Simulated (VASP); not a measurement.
A run of VASP 6.6.1 is set up as follows.

Contents of INCAR:

```
SYSTEM = SnO2
  ALGO = Normal
  EDIFF = 1E-6
  ENCUT = 520
  GGA = PS
  ISIF = 2
  ISMEAR = 0
  LASPH = .TRUE.
  LCHARG = .FALSE.
  LREAL = .FALSE.
  LWAVE = .FALSE.
  NBANDS = 64
  NELM = 60
  PREC = Accurate
  SIGMA = 0.05
```

The input KPOINTS:

```
k-points
0
G
  6 6 6
  0 0 0
```

Contents of POSCAR:

```
SnO2
1.0
    3.3343828932      1.9251068610      4.5847953091
   -3.3343828932      1.9251068610      4.5847953091
    0.0000000000     -3.8502137219      4.5847953091
Sn O
4 8
Direct
    0.8646807174      0.8646807174      0.8646807174
    0.3648245829      0.3648245829      0.8648190111
    0.3648245829      0.8648190111      0.3648245829
    0.8648190111      0.3648245829      0.3648245829
    0.1235003534      0.6233501671      0.6233501671
    0.6233501671      0.1235003534      0.6233501671
    0.6233501671      0.6233501671      0.1235003534
    0.6062113146      0.6062113146      0.6062113146
    0.1234715296      0.1234715296      0.1234715296
    0.1060883083      0.1060883083      0.6062369573
    0.1060883083      0.6062369573      0.1060883083
    0.6062369573      0.1060883083      0.1060883083
```

Potentials or basis: VASP PAW PBE potentials, release 64 (Sn_d, O).

Run with:

```console
$ cat potpaw_PBE.64/Sn_d/POTCAR potpaw_PBE.64/O/POTCAR > POTCAR
$ mpirun -np 1 vasp_std > vasp.out
```

Question: Estimate the largest force.

Answer: 0.966 eV/Å.

Question: What does it give for the band gap on the k mesh?

Answer: 1.06 eV.

Question: Estimate the pressure.

Answer: -14.0 GPa.

Forces in eV/Å, atoms in the order of the input:
```
Sn   0.000  0.000  0.004
Sn   0.000 -0.001 -0.001
Sn  -0.001  0.000 -0.001
Sn   0.001  0.000 -0.001
O   -0.001 -0.001  0.965
O    0.001 -0.001  0.965
O    0.000  0.002  0.965
O    0.000  0.000 -0.966
O    0.000  0.000  0.964
O    0.000  0.001 -0.965
O    0.001 -0.001 -0.965
O   -0.001 -0.001 -0.965
```

Caveat: the cell stands under tension; the PAW data sets were made with another functional, which shifts forces and pressure a little; spin-orbit coupling is left out, which moves the levels of the heavy elements.
